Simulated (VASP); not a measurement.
# C (R-3m) in VASP: single point with PBE+D3(BJ)

Aim: the single point of C with PBE+D3(BJ).

Everything below comes from runs of VASP 6.6.1. Logs are shortened: lines on timing, memory, paths and dates and some standing lists are left out, and cuts for length are marked.

## (1) The cell of the first run

Symmetry: R-3m, No. 166, trigonal system. Conventional cell: a = 2.465 Å, b = 2.465 Å, c = 10.083 Å, α = 90.00°, β = 90.00°, γ = 120.00°. Within 1.9 Å of C (site symmetry 3m) lie 3 C at 1.42 Å.

## (2) Single point, PBE+D3(BJ)

File INCAR:

```
PREC = Accurate
ENCUT = 600
EDIFF = 1E-6
ISMEAR = 0
SIGMA = 0.05
LREAL = F
LASPH = T
NELM = 120
ALGO = Normal
ISIF = 2
LWAVE = F
LCHARG = F
GGA = PE
IVDW = 12
NBANDS = 31
GGA_COMPAT = F
```

File KPOINTS:

```
Automatic mesh
0
Gamma
  7 11 3
```

File POSCAR:

```
C
1.0
    0.0000000000      1.4231463890     -3.3609366400
   -2.4649618524      0.0000000000      0.0000000000
   -1.2324809262      9.2504515286      3.3609366400
C
10
Direct
    0.5668513934      0.9666808764      0.0666382472
    0.7668513934      0.3666808764      0.2666382472
    0.9668513934      0.7666808764      0.4666382472
    0.1668513934      0.1666808764      0.6666382472
    0.3668513934      0.5666808764      0.8666382472
    0.8331486066      0.8333191236      0.3333617528
    0.0331486066      0.2333191236      0.5333617528
    0.2331486066      0.6333191236      0.7333617528
    0.4331486066      0.0333191236      0.9333617528
    0.6331486066      0.4333191236      0.1333617528
```

Potentials or basis: VASP PAW PBE potentials, release 64 (C).

Started as:

```
cat potpaw_PBE.64/C/POTCAR > POTCAR
mpirun -np 1 vasp_std > vasp.out
```

OUTCAR:

```text
PREC = Accurate
   ENCUT = 600
   EDIFF = 1E-6
   ISMEAR = 0
   LREAL = F
   LASPH = T
   NELM = 120
   ISIF = 2
   GGA = PE
   IVDW = 12
 IVDW          = 12

 ion  position               nearest neighbor table
   1  0.567  0.967  0.067-  10 1.42  10 1.42   9 1.42
   2  0.767  0.367  0.267-   6 1.42   6 1.42  10 1.42
   3  0.967  0.767  0.467-   7 1.42   7 1.42   6 1.42
   4  0.167  0.167  0.667-   8 1.42   8 1.42   7 1.42
   5  0.367  0.567  0.867-   9 1.42   9 1.42   8 1.42
   6  0.833  0.833  0.333-   2 1.42   2 1.42   3 1.42
   7  0.033  0.233  0.533-   3 1.42   3 1.42   4 1.42
   8  0.233  0.633  0.733-   4 1.42   4 1.42   5 1.42
   9  0.433  0.033  0.933-   5 1.42   5 1.42   1 1.42
  10  0.633  0.433  0.133-   1 1.42   1 1.42   2 1.42

  LATTYP: Found a base centered monoclinic cell.
 ALAT       =    19.6841813222
 B/A-ratio  =     0.1252255205
 C/A-ratio  =     0.1854193190
 COS(beta)  =    -0.0520253625

  Lattice vectors:

 A1 = (   1.2324809262,  -9.2504515286,  -3.3609366400)
 A2 = (  -1.2324809262,  -9.2504515286,  -3.3609366400)
 A3 = (   0.0000000000,   1.4231463890,  -3.3609366400)

Analysis of symmetry for initial positions (statically):
=====================================================================
 Subroutine PRICEL returns following result:

  LATTYP: Found a trigonal (rhomboedric) cell.
 ALAT       =     3.6498274949
 COS(alpha) =     0.7719417789

  Lattice vectors:

 A1 = (  -1.2324809262,   0.7115731945,   3.3609366400)
 A2 = (   0.0000000000,  -1.4231463890,   3.3609366400)
 A3 = (   1.2324809262,   0.7115731945,   3.3609366400)

   5 primitive cells build up your supercell.

 Routine SETGRP: Setting up the symmetry group for a
 base centered monoclinic supercell.

 Subroutine GETGRP returns: Found  4 space group operations
 (whereof  4 operations were pure point group operations)
 out of a pool of  4 trial point group operations.

The static configuration has the point symmetry C_2h.

Analysis of symmetry for dynamics (positions and initial velocities):
=====================================================================
 Subroutine PRICEL returns following result:

  LATTYP: Found a trigonal (rhomboedric) cell.
 ALAT       =     3.6498274949
 COS(alpha) =     0.7719417789

  Lattice vectors:

 A1 = (  -1.2324809262,   0.7115731945,   3.3609366400)
 A2 = (   0.0000000000,  -1.4231463890,   3.3609366400)
 A3 = (   1.2324809262,   0.7115731945,   3.3609366400)

   5 primitive cells build up your supercell.

 Routine SETGRP: Setting up the symmetry group for a
 base centered monoclinic supercell.

 Subroutine GETGRP returns: Found  4 space group operations
 (whereof  4 operations were pure point group operations)
 out of a pool of  4 trial point group operations.

The dynamic configuration has the point symmetry C_2h.

 Subroutine INISYM returns: Found  4 space group operations
 (whereof  4 operations are pure point group operations),
 and found     5 'primitive' translations

----------------------------------------------------------------------------------------

                                     Primitive cell

  volume of cell :      17.6853

  direct lattice vectors                    reciprocal lattice vectors
    -1.232480926  0.711573195  3.360936640    -0.405685791  0.234222801  0.099178702
     0.000000000 -1.423146389  3.360936640     0.000000000 -0.468445602  0.099178702
     1.232480926  0.711573195  3.360936640     0.405685791  0.234222801  0.099178702

  length of vectors
[... 36 lines left out ...]
|           W    W  A    A  R    R  N N  N  II  N N  N  G       !!!           |
|           W WW W  AAAAAA  RRRRR   N  N N  II  N  N N  G  GGG   !            |
|           WW  WW  A    A  R   R   N   NN  II  N   NN  G    G                |
|           W    W  A    A  R    R  N    N  II  N    N   GGGG   !!!           |
|                                                                             |
|     Your reciprocal lattice and k-lattice belong to different lattice       |
|     classes:                                                                |
|                                                                             |
|        The reciprocal lattice is base-centered monoclinic,                  |
|        whereas your k-lattice is triclinic.                                 |
|                                                                             |
|     Results are often still useful ...                                      |
|                                                                             |
 -----------------------------------------------------------------------------

 WARNING: IBZKPT: internal override: KBLOWUP is changed to .FALSE.
      ... skipping the blow-up phase ...

 Subroutine IBZKPT returns following result:
 ===========================================

 Found    116 irreducible k-points:

 Following reciprocal coordinates:
            Coordinates               Weight
  0.000000  0.000000  0.000000      1.000000
  0.142857  0.000000  0.000000      2.000000
  0.285714  0.000000  0.000000      2.000000
  0.428571  0.000000  0.000000      2.000000
 -0.000000  0.090909 -0.000000      2.000000
  0.142857  0.090909  0.000000      2.000000
[... 16 lines left out ...]
 -0.428571  0.272727 -0.000000      2.000000
 -0.285714  0.272727 -0.000000      2.000000
 [... further k-points ...]
   k-points           NKPTS =    116   k-points in BZ     NKDIM =    116   number of bands    NBANDS=     31
   number of dos      NEDOS =    301   number of ions     NIONS =     10
   total plane-waves  NPLWV =  48000
   dimension x,y,z NGX =    30 NGY =   20 NGZ =   80
   dimension x,y,z NGXF=    60 NGYF=   40 NGZF=  160
   ions per type =              10
   NGX,Y,Z   is equivalent  to a cutoff of  13.66, 13.49, 13.41 a.u.
   NGXF,Y,Z  is equivalent  to a cutoff of  27.33, 26.98, 26.82 a.u.
 SYSTEM =  unknown system
   PREC   = accura    normal or accurate (medium, high low for compatibility)
   ISTART =      0    job   : 0-new  1-cont  2-samecut
   ICHARG =      2    charge: 1-file 2-atom 10-const
   ISPIN  =      1    spin polarized calculation?
   LNONCOLLINEAR =      F non collinear calculations
   LSORBIT =      F    spin-orbit coupling
   LASPH  =      T    aspherical Exc in radial PAW
   ENCUT  =  600.0 eV  44.10 Ry    6.64 a.u.   7.29  4.92 19.81*2*pi/ulx,y,z
   NELM   =    120;   NELMIN=  2; NELMDL= -5     # of ELM steps
   EDIFF  = 0.1E-05   stopping-criterion for ELM
   LREAL  =      F    real-space projection
   EDIFFG = 0.1E-04   stopping-criterion for IOM
   NSW    =      0    number of steps for IOM
   IBRION =     -1    ionic relax: 0-MD 1-quasi-New 2-CG
   NFREE  =      0    steps in history (QN), initial steepest desc. (CG)
   ISIF   =      2    stress and relaxation
   ISYM   =      2    0-nonsym 1-usesym 2-fastsym
   POTIM  = 0.5000    time-step for ionic-motion
   TEBEG  =    0.0;   TEEND  =   0.0 temperature during run
   PSTRESS=    0.0 pullay stress
   NELECT =      40.0000    total number of electrons
   NUPDOWN=      -1.0000    fix difference up-down
   EMIN   =  10.00;   EMAX   =-10.00  energy-range for DOS
   EFERMI =   0.00;   METHOD = LEGACY
   ISMEAR =     0;   SIGMA  =   0.05  broadening in eV -4-tet -1-fermi 0-gaus
   EFERMI_NEDOS =   21; number of points for ismear=-14 and -15
   IALGO  =     38    algorithm
   IMIX   =      4    mixing-type and parameters
     AMIX     =   0.40;   BMIX     =  1.00
     AMIX_MAG =   1.60;   BMIX_MAG =  1.00
  volume/ion in A,a.u.               =       8.84        59.67
  Fermi-wavevector in a.u.,A,eV,Ry     =   1.256708  2.374834 21.487884  1.579315
  Thomas-Fermi vector in A             =   2.390403
   LORBIT       =      0    0 simple, 1 ext, 2 COOP (PROOUT), +10 PAW based schemes
   GGA     = PE    functional components
   LHFCALC =     F    Hartree Fock is set to
   AEXX    =    0.0000 exact exchange contribution
   IVDW    =    12    specifies the selected vdW correction
   LEPSILON=     F    determine dielectric tensor
   LRPA    =     F    only Hartree local field effects (RPA)
 non-spin polarized calculation
 Gauss-broadening in eV      SIGMA  =   0.05
  energy-cutoff  :      600.00
  volume of cell :       88.43
 maximum number of plane-waves:      2975
 NGX is ok and might be reduce to    30
   NGX = 15   NGY =  9   NGZ = 39

 number of electron      39.9999998 magnetization

 Free energy of the ion-electron system (eV)
  ---------------------------------------------------
  ext. energy  EPLUGINS =         0.00000000
  ---------------------------------------------------
  free energy    TOTEN  =       -92.14062857 eV

  energy without entropy =      -92.14059797  energy(sigma->0) =      -92.14061327

 E-fermi :   4.7158     XC(G=0): -10.3108

 val. band max:        4.6325774097   @ k =   0.0000  -0.3636   0.3333
 cond. band min:       4.7990224200   @ k =   0.0000  -0.3636   0.3333
 fundamental gap:      0.1664450104
 Fermi energy:         4.7157999152

 k-point     1 :       0.0000    0.0000    0.0000
  band No.  band energies     occupation
      1     -14.9886      2.00000
      2     -13.9946      2.00000
      3     -13.9946      2.00000
      4     -11.1441      2.00000
      5     -11.1441      2.00000
      6      -6.5821      2.00000
[... 805 lines left out ...]
     30      14.4772      0.00000
     31      15.0342      0.00000

 [... further k-points ...]

------------------------ aborting loop because EDIFF is reached ----------------------------------------

 Edisp (eV)   -1.56010

 E8    (eV) :    -0.4420

  FORCE on cell =-STRESS in cart. coord.  units (eV):
  Direction    XX          YY          ZZ          XY          YZ          ZX
  --------------------------------------------------------------------------------------
  -------------------------------------------------------------------------------------
  Total       0.25499    -0.08399    -0.09326     0.00000     0.00693     0.00000
  in kB       4.62018    -1.52175    -1.68969     0.00000     0.12559     0.00000
  external pressure =        0.47 kB  Pullay stress =        0.00 kB

 VOLUME and BASIS-vectors are now :
 -----------------------------------------------------------------------------
  energy-cutoff  :      600.00
  volume of cell :       88.43
      direct lattice vectors                 reciprocal lattice vectors
     0.000000000  1.423146389 -3.360936640     0.000000000  0.093689120 -0.257864625
    -2.464961852  0.000000000  0.000000000    -0.405685791 -0.046844560 -0.019835740
    -1.232480926  9.250451529  3.360936640     0.000000000  0.093689120  0.039671481

 POSITION                                       TOTAL-FORCE (eV/Angst)
 -----------------------------------------------------------------------------------
     -2.46496      1.42315     -1.68118         0.000000     -0.035182      0.010297
     -1.23248      3.55787     -1.68118         0.000000     -0.035182      0.010297
     -2.46496      5.69259     -1.68118         0.000000     -0.035182      0.010297
     -1.23248      6.40416      1.67975         0.000000     -0.035182      0.010297
     -2.46496      8.53888      1.67975         0.000000     -0.035182      0.010297
     -2.46496      4.26944     -1.67975        -0.000000      0.035182     -0.010297
     -1.23248      4.98101      1.68118        -0.000000      0.035182     -0.010297
     -2.46496      7.11573      1.68118        -0.000000      0.035182     -0.010297
     -1.23248      9.25045      1.68118        -0.000000      0.035182     -0.010297
     -1.23248      2.13472     -1.67975        -0.000000      0.035182     -0.010297
 -----------------------------------------------------------------------------------
    total drift:                               -0.000000      0.000000      0.000000

  FREE ENERGIE OF THE ION-ELECTRON SYSTEM (eV)
  ---------------------------------------------------
  free  energy   TOTEN  =       -93.7007318582 eV

  energy  without entropy=      -93.7007012614  energy(sigma->0) =      -93.70071656
```

It took 3.5 min on 1 thread of Intel Xeon Platinum 8488C (Sapphire Rapids), shared host; peak memory 0.37 GiB.

What came out:

| Property | Result |
| --- | --- |
| Free energy | -93.7007 eV |
| Pressure | 0.0 GPa |
| Largest force | 0.037 eV/Å |
| Dispersion energy per atom | -0.156 eV |

Forces in eV/Å, atoms in the order of the input:
```
C    0.000 -0.035  0.010
C    0.000 -0.035  0.010
C    0.000 -0.035  0.010
C    0.000 -0.035  0.010
C    0.000 -0.035  0.010
C    0.000  0.035 -0.010
C    0.000  0.035 -0.010
C    0.000  0.035 -0.010
C    0.000  0.035 -0.010
C    0.000  0.035 -0.010
```
